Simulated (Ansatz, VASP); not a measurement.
## BeTe in VASP and in Ansatz

```
Be Te
1.0
    11.56782    0.00000    0.00000
     0.00000   11.56782    0.00000
     0.00000    0.00000    3.94738
Be Te
8 8
Direct
  0.57974 0.64118 0.00000
  0.85882 0.92026 0.50000
  0.42026 0.35882 0.00000
  0.14118 0.07974 0.50000
  0.64118 0.42026 0.50000
  0.92026 0.14118 0.00000
  0.35882 0.57974 0.50000
  0.07974 0.85882 0.00000
  0.00106 0.77374 0.50000
  0.27374 0.50106 0.00000
  0.99894 0.22626 0.50000
  0.72626 0.49894 0.00000
  0.22626 0.00106 0.00000
  0.49894 0.27374 0.50000
  0.77374 0.99894 0.00000
  0.50106 0.72626 0.50000
```

Alike in both runs: functional PBE; k mesh 2 × 2 × 4; occupations gaussian, width 0.1 eV; no spin polarisation.

Ansatz relaxed the structure, and its values are those at the end. VASP's run is a single point on that final structure, the one shown.

|  | VASP | Ansatz |
| --- | --- | --- |
| version | VASP 6.6.1 | Ansatz 0.2.0 |
| potentials or method | VASP PAW PBE potentials, release 64 (Be, Te), cutoff 520 eV | scalar-relativistic, plane waves, PAW |
| valence electrons in the cell | 64 | 144 |

Ansatz gave:

- gap on the k mesh at the Fermi level (eV): 1.90
- least direct gap on the mesh (eV): 1.90
- pressure (GPa): 0.1
- rms of the force components (eV/Å): 0.004

**Question.** Estimate VASP's values.

**Answer.** gap on the k mesh at the Fermi level (eV): 1.90; least direct gap on the mesh (eV): 1.90; pressure (GPa): 0.2; rms of the force components (eV/Å): 0.015.

VASP's potentials hold 64 valence electrons a cell and Ansatz's 144, so a difference there can come from the potentials and not from the codes.

Neither program's run includes spin-orbit coupling.
